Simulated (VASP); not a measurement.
Runs of VASP 6.6.1 on TlBr. The structure is that of space group Pm-3m (No. 221), or close to it. The cells are those of the table. 

```tsv
task	cell	gap on the mesh (eV)	pressure (GPa)
relaxation of cell and atoms	relaxed from a = 3.980 Å, 2 atoms	2.00	0.0
single point	a = 3.841 Å, 2 atoms	1.54	5.0
relaxation of cell and atoms	relaxed to 5 GPa from a = 3.980 Å, 2 atoms	1.54	5.0
single point	a = 4.059 Å, 2 atoms	2.00	0.0
single point	a = 3.575 Å, 2 atoms	0.24	(b)
relaxation of cell and atoms	relaxed to 10 GPa from a = 3.980 Å, 2 atoms	1.08	10.0
single point	a = 3.723 Å, 2 atoms	(a)	9.9
relaxation of cell and atoms	relaxed to 20 GPa from a = 3.980 Å, 2 atoms	0.26	19.7
```

Alike in all rows: level PBE; potentials or basis VASP PAW PBE potentials, release 64 (Tl_d, Br); no spin polarisation; k mesh 4 × 4 × 4; cutoff (eV) 500; smearing gaussian 0.01 eV.

Q: Estimate the missing entries.

A: (a) 1.09; (b) 20.0.

Caveats: some runs use coarse meshes; spin-orbit coupling is left out, which moves the levels of the heavy elements; the cell is relaxed towards a set pressure, so the run minimises the enthalpy, not the energy (at least some runs); the cell stands under pressure (at least some runs).

A k mesh can miss the band edges, and the runs leave out spin-orbit coupling on Br, Tl.
